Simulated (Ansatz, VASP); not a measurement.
# One calculation of GaP, two programs

File INCAR:

```
PREC = Accurate
ENCUT = 520
EDIFF = 1E-7
ISMEAR = 0
SIGMA = 0.05
LREAL = False
LASPH = True
NELM = 100
ALGO = Normal
ISIF = 2
LWAVE = False
LCHARG = False
GGA = PE
NBANDS = 16
```

Contents of KPOINTS:

```
Automatic mesh
0
Gamma
  8 8 8
```

POSCAR

```
GaP
1.0
    0.0000000000      2.7252500000      2.7252500000
    2.8615125000      0.0000000000      2.7252500000
    2.8615125000      2.7252500000      0.0000000000
Ga P
1 1
Direct
    0.0000000000      0.0000000000      0.0000000000
    0.7500000000      0.7500000000      0.7500000000
```

Input for Ansatz:

```yaml
crystal:
  lattice:
    - [0.0, 2.72525, 2.72525]
    - [2.8615125, 0.0, 2.72525]
    - [2.8615125, 2.72525, 0.0]
  atoms:
    - { symbol: Ga, position: [0.0, 0.0, 0.0] }
    - { symbol: P, position: [0.75, 0.75, 0.75] }
basis:
  ecutwfc: 420
kpoints:
  mp_grid: { grid: [8, 8, 8] }
hamiltonian:
  xc: pbe
scf:
  occupations: { method: gaussian, width: 0.05 }
output:
  forces: true
  stress: true
  eigenvalues: true
```

Change from the starting cell: strain +0.0500 x Voigt [1, 0, 0, 0, 0, 0], atoms carried along.

Alike in both runs: task single point; functional PBE; k mesh 8 × 8 × 8; occupations gaussian, width 0.05 eV; no spin polarisation.

|  | VASP | Ansatz |
| --- | --- | --- |
| version | VASP 6.6.1 | Ansatz 0.2.0 |
| potentials or method | VASP PAW PBE potentials, release 64 (Ga_d, P), cutoff 520 eV | scalar-relativistic, plane waves, PAW |
| valence electrons in the cell | 18 | 18 |

|  | VASP | Ansatz | Ansatz less VASP |
| --- | --- | --- | --- |
| gap on the k mesh at the Fermi level (eV) | 1.31 | 1.31 | +0.003 |
| least direct gap on the mesh (eV) | 1.31 | 1.31 | +0.003 |
| pressure (GPa) | -1.4 | -1.4 | 0.00 |
| traceless stress, the component that is largest in VASP (GPa) | -2.56 | -2.56 | +0.001 |
